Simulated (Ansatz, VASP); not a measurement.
# One calculation of Co2Si, two programs

```
Co Si
1.0
    -1.42000    1.42000    4.26000
     1.42000   -1.42000    4.26000
     1.42000    1.42000   -4.26000
Co Si
2 1
Direct
  0.33300 0.33300 0.00000
  0.66700 0.66700 0.00000
  0.00000 0.00000 0.00000
```

Alike in both runs: task relaxation of cell and atoms; functional PBE; k mesh 9 × 9 × 9; occupations gaussian, width 0.2 eV; collinear spin.

|  | VASP | Ansatz |
| --- | --- | --- |
| version | VASP 6.6.1 | Ansatz 0.2.0 |
| potentials or method | VASP PAW PBE potentials, release 64 (Co, Si), cutoff 600 eV | scalar-relativistic, plane waves, PAW |
| valence electrons in the cell | 22 | 38 |

VASP gave:

```
gap on the k mesh at the Fermi level, each at its own relaxed structure (eV) : none
net moment per atom (μB)                                                     : 0.52
size of the moment on the site where the two differ most (μB)                : 0.02
relaxed volume (Å³/atom)                                                     : 10.74
relaxed length of the cell vector where the two differ most in proportion (Å)              : 4.711
```

Q: Estimate Ansatz's values.

A: gap on the k mesh at the Fermi level, each at its own relaxed structure (eV): none; net moment per atom (μB): 0.51; size of the moment on the site where the two differ most (μB): 0.04; relaxed volume (Å³/atom): 10.75; relaxed length of the cell vector where the two differ most in proportion (Å): 4.743.

Site moments also hang on the region over which each program counts them. A gap of «none» marks a metal or a gap that the smearing closes. VASP's potentials hold 22 valence electrons a cell and Ansatz's 38, so a difference there can come from the potentials and not from the codes.
